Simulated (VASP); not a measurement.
# CdSe (wurtzite type) (P6_3mc) in VASP: further runs, part 2 of 2

VASP 6.6.1. The steps go on from the part before.

### 3 Single point, PBE

The input, INCAR:

```
ALGO     = Normal         # electronic algorithm
EDIFF    = 1E-7           # SCF threshold, eV
ENCUT    = 520            # plane-wave cutoff, eV
GGA      = PE             # functional
ISIF     = 2              # what is computed and relaxed
ISMEAR   = -4             # smearing method
LASPH    = T              # aspherical terms in the spheres
LCHARG   = T              # write CHGCAR
LELF     = T              # ELF
LREAL    = F              # projectors in reciprocal space
LVHAR    = T            
LWAVE    = F              # write WAVECAR
NBANDS   = 26             # bands
NELM     = 100            # most SCF steps
PREC     = Accurate       # precision mode
SIGMA    = 0.1            # smearing width, eV
```

The input, KPOINTS:

```
k-points
0
Gamma
  9 9 5
```

The input, POSCAR:

```
CdSe
1.0
    3.4516383605      0.0000000000      0.0000000000
   -1.7258191802      2.9892065048      0.0000000000
    0.0000000000      0.0000000000      7.3832872451
Cd Se
2 2
Direct
    0.3333333333      0.6666666667      0.0315976205
    0.6666666667      0.3333333333      0.5315976205
    0.3333333333      0.6666666667      0.3444023795
    0.6666666667      0.3333333333      0.8444023795
```

Potentials or basis: VASP PAW PBE potentials, release 64 (Cd, Se).

The run is started by

```sh
> cat potpaw_PBE.64/Cd/POTCAR potpaw_PBE.64/Se/POTCAR > POTCAR
> mpirun -np 1 vasp_std > vasp.out
```

OUTCAR:

```text
EDIFF = 1E-7
   ENCUT = 520
   GGA = PE
   ISIF = 2
   ISMEAR = -4
   LASPH = T
   LREAL = F
   NELM = 100
   PREC = Accurate

 ion  position               nearest neighbor table
   1  0.333  0.667  0.032-   3 2.31   4 2.43   4 2.43   4 2.43
   2  0.667  0.333  0.532-   4 2.31   3 2.43   3 2.43   3 2.43
   3  0.333  0.667  0.344-   1 2.31   2 2.43   2 2.43   2 2.43
   4  0.667  0.333  0.844-   2 2.31   1 2.43   1 2.43   1 2.43

  LATTYP: Found a hexagonal cell.
 ALAT       =     3.4516383605
 C/A-ratio  =     2.1390674439

  Lattice vectors:

 A1 = (   3.4516383605,   0.0000000000,   0.0000000000)
 A2 = (  -1.7258191802,   2.9892065048,   0.0000000000)
 A3 = (   0.0000000000,   0.0000000000,   7.3832872451)

Analysis of symmetry for initial positions (statically):
=====================================================================
 Subroutine PRICEL returns:
 Original cell was already a primitive cell.

 Routine SETGRP: Setting up the symmetry group for a
 hexagonal supercell.

 Subroutine GETGRP returns: Found 12 space group operations
 (whereof  6 operations were pure point group operations)
 out of a pool of 24 trial point group operations.

The static configuration has the point symmetry C_3v.
 The point group associated with its full space group is C_6v.

Analysis of symmetry for dynamics (positions and initial velocities):
=====================================================================
 Subroutine PRICEL returns:
 Original cell was already a primitive cell.

 Routine SETGRP: Setting up the symmetry group for a
 hexagonal supercell.

 Subroutine GETGRP returns: Found 12 space group operations
 (whereof  6 operations were pure point group operations)
 out of a pool of 24 trial point group operations.

The dynamic configuration has the point symmetry C_3v.
 The point group associated with its full space group is C_6v.

 Subroutine INISYM returns: Found 12 space group operations
 (whereof  6 operations are pure point group operations),
[... 122 lines left out ...]
     AMIX_MAG =   1.60;   BMIX_MAG =  1.00
  volume/ion in A,a.u.               =      19.04       128.52
  Fermi-wavevector in a.u.,A,eV,Ry     =   1.275162  2.409707 22.123590  1.626038
  Thomas-Fermi vector in A             =   2.407890
   LORBIT       =      0    0 simple, 1 ext, 2 COOP (PROOUT), +10 PAW based schemes
   GGA     = PE    functional components
   LHFCALC =     F    Hartree Fock is set to
   AEXX    =    0.0000 exact exchange contribution
   IVDW    =     0    specifies the selected vdW correction
   LEPSILON=     F    determine dielectric tensor
   LRPA    =     F    only Hartree local field effects (RPA)
 non-spin polarized calculation
 Fermi weights with tetrahedron method witout Bloechl corrections
  energy-cutoff  :      520.00
  volume of cell :       76.18
 maximum number of plane-waves:      2069
 NGX is ok and might be reduce to    28
   NGX = 13   NGY = 13   NGZ = 27

 number of electron      35.9999990 magnetization

 Free energy of the ion-electron system (eV)
  ---------------------------------------------------
  ext. energy  EPLUGINS =         0.00000000
  ---------------------------------------------------
  free energy    TOTEN  =        -6.41000723 eV

  energy without entropy =       -6.41000723  energy(sigma->0) =       -6.41000723

 E-fermi :   5.6524     XC(G=0): -10.9234

 val. band max:        5.6525787664   @ k =   0.0000   0.0000   0.0000
 cond. band min:       5.6525788159   @ k =   0.0000   0.0000   0.0000
 fundamental gap:      0.0000000494
 Fermi energy:         5.6523755656

 k-point     1 :       0.0000    0.0000    0.0000
  band No.  band energies     occupation
      1     -10.4904      2.00000
      2      -9.7265      2.00000
      3      -5.3229      2.00000
      4      -4.7939      2.00000
      5      -4.7939      2.00000
      6      -4.6695      2.00000
[... 685 lines left out ...]
     25      14.6774      0.00000
     26      15.2859      0.00000

 [... further k-points ...]

------------------------ aborting loop because EDIFF is reached ----------------------------------------

  FORCE on cell =-STRESS in cart. coord.  units (eV):
  Direction    XX          YY          ZZ          XY          YZ          ZX
  --------------------------------------------------------------------------------------
  -------------------------------------------------------------------------------------
  Total       21.2717992     21.2717992     21.7604199      0.0000000      0.0000000      0.0000000
  in kB      447.3874909    447.3874909    457.6641389      0.0000000      0.0000000      0.0000000
  external PRESSURE =     450.8130403 kB  Pullay stress =       0.0000000 kB

 VOLUME and BASIS-vectors are now :
 -----------------------------------------------------------------------------
  energy-cutoff  :      520.00
  volume of cell :       76.18
      direct lattice vectors                 reciprocal lattice vectors
     3.451638361  0.000000000  0.000000000     0.289717489  0.167268470  0.000000000
    -1.725819180  2.989206505  0.000000000     0.000000000  0.334536941  0.000000000
     0.000000000  0.000000000  7.383287245     0.000000000  0.000000000  0.135441026

 POSITION                                       TOTAL-FORCE (eV/Angst)
 -----------------------------------------------------------------------------------
     -0.00000      1.99280      0.23329         0.000000     -0.000000      0.010256
      1.72582      0.99640      3.92494        -0.000000      0.000000      0.010256
     -0.00000      1.99280      2.54282         0.000000      0.000000     -0.010256
      1.72582      0.99640      6.23447        -0.000000     -0.000000     -0.010256
 -----------------------------------------------------------------------------------
    total drift:                               -0.000000     -0.000000      0.000629

  FREE ENERGIE OF THE ION-ELECTRON SYSTEM (eV)
  ---------------------------------------------------
  free  energy   TOTEN  =        -6.4100072338 eV

  energy  without entropy=       -6.4100072338  energy(sigma->0) =       -6.41000723
```

OSZICAR:

```text
N       E                     dE             d eps       ncg     rms          rms(c)
DAV:   1     0.271765029820E+03    0.27177E+03   -0.18225E+04  1872   0.133E+03
DAV:   2     0.461268243545E+01   -0.26715E+03   -0.25781E+03  2040   0.342E+02
DAV:   3    -0.749236661081E+01   -0.12105E+02   -0.12046E+02  2248   0.751E+01
DAV:   4    -0.756568945429E+01   -0.73323E-01   -0.73278E-01  2088   0.544E+00
DAV:   5    -0.756600499732E+01   -0.31554E-03   -0.31553E-03  2198   0.345E-01    0.183E+01
DAV:   6    -0.651033444407E+01    0.10557E+01   -0.16548E+00  2342   0.165E+01    0.131E+01
DAV:   7    -0.644854486378E+01    0.61790E-01   -0.14070E+00  2058   0.719E+00    0.207E+00
DAV:   8    -0.641096074987E+01    0.37584E-01   -0.24340E-01  1964   0.545E+00    0.816E-01
DAV:   9    -0.640996862689E+01    0.99212E-03   -0.27339E-02  2052   0.140E+00    0.271E-01
DAV:  10    -0.640999186414E+01   -0.23237E-04   -0.80468E-04  2086   0.321E-01    0.853E-02
DAV:  11    -0.640999910102E+01   -0.72369E-05   -0.59710E-05  1990   0.650E-02    0.205E-02
DAV:  12    -0.641000767960E+01   -0.85786E-05   -0.13986E-05  2016   0.250E-02    0.139E-02
DAV:  13    -0.641000735245E+01    0.32715E-06   -0.22824E-06  2130   0.159E-02    0.629E-03
DAV:  14    -0.641000724037E+01    0.11208E-06   -0.42204E-07  2042   0.433E-03    0.440E-04
DAV:  15    -0.641000723382E+01    0.65502E-08   -0.86865E-09  1032   0.850E-04
   1 F= -.64100072E+01 E0= -.64100072E+01  d E =0.000000E+00
```

stdout:

```text
POSCAR found type information on POSCAR CdSe
 POSCAR found :  2 types and       4 ions
 scaLAPACK will be used
 LDA part: xc-table for (Slater+PW92), standard interpolation
 POSCAR, INCAR and KPOINTS ok, starting setup
 FFT: planning ... GRIDC
 FFT: planning ... GRID_SOFT
 FFT: planning ... GRID
 WAVECAR not read
 entering main loop
```

Wall time 54 s (1 thread of Intel Xeon Platinum 8488C (Sapphire Rapids), shared host); peak memory 0.24 GiB.

Results:

| Property | Result |
| --- | --- |
| Free energy | -6.4100 eV |
| Pressure | 45.1 GPa |
| Largest force | 0.010 eV/Å |
| Band gap on the k mesh | zero (filled and empty bands touch) |

Forces on the atoms (eV/Å):
```
Cd   0.000  0.000  0.010
Cd   0.000  0.000  0.010
Se   0.000  0.000 -0.010
Se   0.000  0.000 -0.010
```
